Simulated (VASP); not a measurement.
# Ta (P6_3/mmc) in VASP: further runs

Runs on Ta. Level: PBE. Tasks: single point, relaxation of cell and atoms.

Program: VASP 6.6.1. These are calculated values, not measurements. Logs are shortened: lines on timing, memory, paths and dates and some standing lists are left out, and cuts for length are marked.

**1. The cell of the first run**

Symmetry: P6_3/mmc, No. 194, hexagonal system. The conventional cell has a = 2.589 Å, b = 2.589 Å, c = 4.520 Å, α = 90.00°, β = 90.00°, γ = 120.00°. Within 3.4 Å of Ta (site symmetry -6m2) lie 12 Ta at 2.59 to 2.71 Å.

This isn't the form of Ta at room conditions, which is bcc.

**2. Single point, PBE (13.12 Å³/atom)**

The input, INCAR:

```
SYSTEM = Ta
ALGO = Normal
EDIFF = 1E-6
ENCUT = 520
GGA = PE
ISIF = 2
ISMEAR = -1
LASPH = .TRUE.
LCHARG = .TRUE.
LELF = .TRUE.
LREAL = .FALSE.
LVHAR = .TRUE.
LWAVE = .FALSE.
NBANDS = 18
NELM = 100
PREC = Accurate
SIGMA = 0.08
```

The input, KPOINTS:

```
k-points
0
G
  15 15 8
  0 0 0
```

The input, POSCAR:

```
Ta
1.0
    2.5888443857      0.0000000000      0.0000000000
   -1.2944221928      2.2420050044      0.0000000000
    0.0000000000      0.0000000000      4.5203452259
Ta
2
Direct
    0.3333333333      0.6666666667      0.2500000000
    0.6666666667      0.3333333333      0.7500000000
```

Potentials or basis: VASP PAW PBE potentials, release 64 (Ta_pv).

Run with:

```
cat potpaw_PBE.64/Ta_pv/POTCAR > POTCAR
mpirun -np 1 vasp_std > vasp.out
```

OUTCAR:

```text
SYSTEM = Ta
   EDIFF = 1E-6
   ENCUT = 520
   GGA = PE
   ISIF = 2
   ISMEAR = -1
   LASPH = .TRUE.
   LREAL = .FALSE.
   NELM = 100
   PREC = Accurate

 ion  position               nearest neighbor table
   1  0.333  0.667  0.250-   2 2.71   2 2.71   2 2.71   2 2.71   2 2.71   2 2.71
   2  0.667  0.333  0.750-   1 2.71   1 2.71   1 2.71   1 2.71   1 2.71   1 2.71

  LATTYP: Found a hexagonal cell.
 ALAT       =     2.5888443857
 C/A-ratio  =     1.7460861112

  Lattice vectors:

 A1 = (   2.5888443857,   0.0000000000,   0.0000000000)
 A2 = (  -1.2944221928,   2.2420050044,   0.0000000000)
 A3 = (   0.0000000000,   0.0000000000,   4.5203452259)

Analysis of symmetry for initial positions (statically):
=====================================================================
 Subroutine PRICEL returns:
 Original cell was already a primitive cell.

 Routine SETGRP: Setting up the symmetry group for a
 hexagonal supercell.

 Subroutine GETGRP returns: Found 24 space group operations
 (whereof 12 operations were pure point group operations)
 out of a pool of 24 trial point group operations.

The static configuration has the point symmetry D_3d.
 The point group associated with its full space group is D_6h.

Analysis of symmetry for dynamics (positions and initial velocities):
=====================================================================
 Subroutine PRICEL returns:
 Original cell was already a primitive cell.

 Routine SETGRP: Setting up the symmetry group for a
 hexagonal supercell.

 Subroutine GETGRP returns: Found 24 space group operations
 (whereof 12 operations were pure point group operations)
 out of a pool of 24 trial point group operations.

The dynamic configuration has the point symmetry D_3d.
 The point group associated with its full space group is D_6h.

 Subroutine INISYM returns: Found 24 space group operations
 (whereof 12 operations are pure point group operations),
 and found     1 'primitive' translations

----------------------------------------------------------------------------------------

                                     Primitive cell

  volume of cell :      26.2370

  direct lattice vectors                    reciprocal lattice vectors
     2.588844386  0.000000000  0.000000000     0.386272734  0.223014667  0.000000000
    -1.294422193  2.242005004  0.000000000     0.000000000  0.446029334  0.000000000
     0.000000000  0.000000000  4.520345226     0.000000000  0.000000000  0.221222042

  length of vectors
     2.588844386  2.588844386  4.520345226     0.446029334  0.446029334  0.221222042

  position of ions in fractional coordinates (direct lattice)
     0.333333333  0.666666667  0.250000000
     0.666666667  0.333333333  0.750000000

  ion indices of the primitive-cell ions
   primitive index   ion index
                 1           1
                 2           2

----------------------------------------------------------------------------------------

 KPOINTS: k-points

Automatic generation of k-mesh.
 Grid dimensions read from file:
 generate k-points for:   15   15    8

 Generating k-lattice:

  Cartesian coordinates                     Fractional coordinates (reciprocal lattice)
     0.025751516  0.014867644  0.000000000     0.066666667  0.000000000  0.000000000
     0.000000000  0.029735289  0.000000000     0.000000000  0.066666667  0.000000000
     0.000000000  0.000000000  0.027652755     0.000000000  0.000000000  0.125000000

  Length of vectors
     0.029735289  0.029735289  0.027652755

  Shift w.r.t. Gamma in fractional coordinates (k-lattice)
     0.000000000  0.000000000  0.000000000

 Subroutine IBZKPT returns following result:
 ===========================================

 Found    135 irreducible k-points:

 Following reciprocal coordinates:
            Coordinates               Weight
  0.000000  0.000000  0.000000      1.000000
  0.066667  0.000000  0.000000      6.000000
  0.133333  0.000000  0.000000      6.000000
  0.200000  0.000000  0.000000      6.000000
  0.266667  0.000000  0.000000      6.000000
  0.333333  0.000000  0.000000      6.000000
[... 16 lines left out ...]
  0.333333  0.200000  0.000000     12.000000
  0.400000  0.200000  0.000000      6.000000
 [... further k-points ...]
   k-points           NKPTS =    135   k-points in BZ     NKDIM =    135   number of bands    NBANDS=     18
   number of dos      NEDOS =    301   number of ions     NIONS =      2
   total plane-waves  NPLWV =  14400
   dimension x,y,z NGX =    20 NGY =   20 NGZ =   36
   dimension x,y,z NGXF=    40 NGYF=   40 NGZF=   72
   ions per type =               2
   NGX,Y,Z   is equivalent  to a cutoff of  12.84, 12.84, 13.24 a.u.
   NGXF,Y,Z  is equivalent  to a cutoff of  25.69, 25.69, 26.48 a.u.
 SYSTEM =  Ta
   PREC   = accura    normal or accurate (medium, high low for compatibility)
   ISTART =      0    job   : 0-new  1-cont  2-samecut
   ICHARG =      2    charge: 1-file 2-atom 10-const
   ISPIN  =      1    spin polarized calculation?
   LNONCOLLINEAR =      F non collinear calculations
   LSORBIT =      F    spin-orbit coupling
   LASPH  =      T    aspherical Exc in radial PAW
   ENCUT  =  520.0 eV  38.22 Ry    6.18 a.u.   4.81  4.81  8.40*2*pi/ulx,y,z
   NELM   =    100;   NELMIN=  2; NELMDL= -5     # of ELM steps
   EDIFF  = 0.1E-05   stopping-criterion for ELM
   LREAL  =      F    real-space projection
   EDIFFG = 0.1E-04   stopping-criterion for IOM
   NSW    =      0    number of steps for IOM
   IBRION =     -1    ionic relax: 0-MD 1-quasi-New 2-CG
   NFREE  =      0    steps in history (QN), initial steepest desc. (CG)
   ISIF   =      2    stress and relaxation
   ISYM   =      2    0-nonsym 1-usesym 2-fastsym
   POTIM  = 0.5000    time-step for ionic-motion
   TEBEG  =    0.0;   TEEND  =   0.0 temperature during run
   PSTRESS=    0.0 pullay stress
   NELECT =      22.0000    total number of electrons
   NUPDOWN=      -1.0000    fix difference up-down
   EMIN   =  10.00;   EMAX   =-10.00  energy-range for DOS
   EFERMI =   0.00;   METHOD = LEGACY
   ISMEAR =    -1;   SIGMA  =   0.08  broadening in eV -4-tet -1-fermi 0-gaus
   EFERMI_NEDOS =   21; number of points for ismear=-14 and -15
   IALGO  =     38    algorithm
   IMIX   =      4    mixing-type and parameters
     AMIX     =   0.40;   BMIX     =  1.00
     AMIX_MAG =   1.60;   BMIX_MAG =  1.00
  volume/ion in A,a.u.               =      13.12        88.53
  Fermi-wavevector in a.u.,A,eV,Ry     =   1.543753  2.917269 32.425022  2.383172
  Thomas-Fermi vector in A             =   2.649371
   LORBIT       =      0    0 simple, 1 ext, 2 COOP (PROOUT), +10 PAW based schemes
   GGA     = PE    functional components
   LHFCALC =     F    Hartree Fock is set to
   AEXX    =    0.0000 exact exchange contribution
   IVDW    =     0    specifies the selected vdW correction
   LEPSILON=     F    determine dielectric tensor
   LRPA    =     F    only Hartree local field effects (RPA)
 non-spin polarized calculation
  energy-cutoff  :      520.00
  volume of cell :       26.24
 maximum number of plane-waves:       718
 NGX is ok and might be reduce to    20
   NGX =  9   NGY =  9   NGZ = 17

 number of electron      21.9999998 magnetization

 Free energy of the ion-electron system (eV)
  ---------------------------------------------------
  ext. energy  EPLUGINS =         0.00000000
  ---------------------------------------------------
  free energy    TOTEN  =       -19.61398358 eV

  energy without entropy =      -19.57808762  energy(sigma->0) =      -19.59603560

 E-fermi :   8.9707     XC(G=0): -14.3236

 val. band max:        8.9660612274   @ k =   0.1333   0.0667   0.3750
 cond. band min:       8.9920837645   @ k =   0.3333   0.2667   0.2500
 fundamental gap:      0.0260225371
 Fermi energy:         8.9706794932

 k-point     1 :       0.0000    0.0000    0.0000
  band No.  band energies     occupation
      1     -26.3191      2.00000
      2     -23.5906      2.00000
      3     -23.5132      2.00000
      4     -23.5132      2.00000
      5     -23.2385      2.00000
      6     -23.2385      2.00000
[... 10 lines left out ...]
     17      16.3162      0.00000
     18      16.3162      0.00000

 k-point     2 :       0.0667    0.0000    0.0000
  band No.  band energies     occupation
      1     -26.2765      2.00000
      2     -23.6546      2.00000
      3     -23.5976      2.00000
      4     -23.5516      2.00000
      5     -23.3841      2.00000
      6     -23.2598      2.00000
[... 10 lines left out ...]
     17      16.4902      0.00000
     18      17.0902      0.00000

 k-point     3 :       0.1333    0.0000    0.0000
  band No.  band energies     occupation
      1     -26.1521      2.00000
      2     -24.0456      2.00000
      3     -23.7780      2.00000
      4     -23.6563      2.00000
      5     -23.6208      2.00000
      6     -23.3221      2.00000
[... 10 lines left out ...]
     17      16.8490      0.00000
     18      18.6444      0.00000

 k-point     4 :       0.2000    0.0000    0.0000
  band No.  band energies     occupation
      1     -25.9565      2.00000
      2     -24.6001      2.00000
      3     -24.3176      2.00000
      4     -23.8030      2.00000
      5     -23.6656      2.00000
      6     -23.4169      2.00000
[... 375 lines left out ...]
      4     -24.6139      2.00000
      5     -24.2584      2.00000
      6     -23.9984      2.00000
[... 10 lines left out ...]
     17      19.4121      0.00000
     18      23.2585      0.00000

 k-point    23 :       0.3333    0.2000    0.0000
  band No.  band energies     occupation
      1     -26.0354      2.00000
      2     -25.7004      2.00000
      3     -24.8756      2.00000
      4     -24.8387      2.00000
      5     -24.4092      2.00000
      6     -24.1410      2.00000
[... 10 lines left out ...]
     17      20.7462      0.00000
     18      21.9055      0.00000

 k-point    24 :       0.4000    0.2000    0.0000
  band No.  band energies     occupation
      1     -26.1065      2.00000
      2     -25.7212      2.00000
      3     -24.9272      2.00000
      4     -24.7639      2.00000
      5     -24.4615      2.00000
      6     -24.2212      2.00000
[... 10 lines left out ...]
     17      20.6855      0.00000
     18      21.3187      0.00000

 [... further k-points ...]

------------------------ aborting loop because EDIFF is reached ----------------------------------------

  FORCE on cell =-STRESS in cart. coord.  units (eV):
  Direction    XX          YY          ZZ          XY          YZ          ZX
  --------------------------------------------------------------------------------------
  -------------------------------------------------------------------------------------
  Total       21.4542997     21.4542997     21.3886696      0.0000000      0.0000000      0.0000000
  in kB     1310.1191608   1310.1191607   1306.1114208      0.0000000      0.0000000      0.0000000
  external PRESSURE =    1308.7832475 kB  Pullay stress =       0.0000000 kB

 VOLUME and BASIS-vectors are now :
 -----------------------------------------------------------------------------
  energy-cutoff  :      520.00
  volume of cell :       26.24
      direct lattice vectors                 reciprocal lattice vectors
     2.588844386  0.000000000  0.000000000     0.386272734  0.223014667  0.000000000
    -1.294422193  2.242005004  0.000000000     0.000000000  0.446029334  0.000000000
     0.000000000  0.000000000  4.520345226     0.000000000  0.000000000  0.221222042

 POSITION                                       TOTAL-FORCE (eV/Angst)
 -----------------------------------------------------------------------------------
     -0.00000      1.49467      1.13009        -0.000000     -0.000000      0.000000
      1.29442      0.74734      3.39026         0.000000      0.000000      0.000000
 -----------------------------------------------------------------------------------
    total drift:                                0.000000     -0.000000      0.000000

  FREE ENERGIE OF THE ION-ELECTRON SYSTEM (eV)
  ---------------------------------------------------
  free  energy   TOTEN  =       -19.6139835765 eV

  energy  without entropy=      -19.5780876226  energy(sigma->0) =      -19.59603560
```

Wall time 25 s (1 thread of Intel Xeon Platinum 8559C (Emerald Rapids), shared host); peak memory 0.17 GiB.

Results:

| Property | Result |
| --- | --- |
| Free energy | -19.6140 eV |
| Pressure | 130.9 GPa |
| Band gap on the k mesh | zero (bands 11 and 12 overlap by 4.31 eV) |

Caveat: the cell stands under pressure; spin-orbit coupling is left out, which moves the levels of the heavy elements.

**3. Single point, PBE**

This run uses another cell than the first one, of 18.74 Å³/atom.

The input, INCAR:

```
SYSTEM = Ta
ALGO = Normal
EDIFF = 1E-6
ENCUT = 520
GGA = PE
ISIF = 2
ISMEAR = -1
LASPH = .TRUE.
LCHARG = .FALSE.
LREAL = .FALSE.
LWAVE = .FALSE.
NBANDS = 18
NELM = 60
PREC = Accurate
SIGMA = 0.08
```

KPOINTS is that of step 2.

The input, POSCAR:

```
Ta
1.0
    2.9009359306      0.0000000000      0.0000000000
   -1.4504679653      2.5122842107      0.0000000000
    0.0000000000      0.0000000000      5.1429130441
Ta
2
Direct
    0.3333333333      0.6666666667      0.2500000000
    0.6666666667      0.3333333333      0.7500000000
```

Potentials or basis: VASP PAW PBE potentials, release 64 (Ta_pv).

Run with:

```
cat potpaw_PBE.64/Ta_pv/POTCAR > POTCAR
mpirun -np 1 vasp_std > vasp.out
```

Wall time 35 s (1 thread of Intel Xeon Platinum 8559C (Emerald Rapids), shared host); peak memory 0.21 GiB.

It converged, with:

```yaml
Free_energy: -23.0957 eV
Pressure: 0.1 GPa
Band_gap_on_the_k_mesh: zero (bands 11 and 12 overlap by 2.14 eV)
```

Levels at points of the mesh, in eV from the Fermi level:
| k point | band 8 | band 9 | band 10 | band 11 | band 12 | band 13 | band 14 | band 15 |
| --- | --- | --- | --- | --- | --- | --- | --- | --- |
| (0.00, 0.00, 0.00) | -4.89 | -0.51 | -0.07 | 0.60 | 0.60 | 1.18 | 1.18 | 2.95 |
| (0.00, 0.00, 0.50) | -6.34 | -1.15 | -1.15 | 0.65 | 0.65 | 0.65 | 0.65 | 4.42 |

Caveat: spin-orbit coupling is left out, which moves the levels of the heavy elements.

[end of part 1 of 2]

The gap in the log of VASP goes by the Fermi energy; the results here count the filled bands.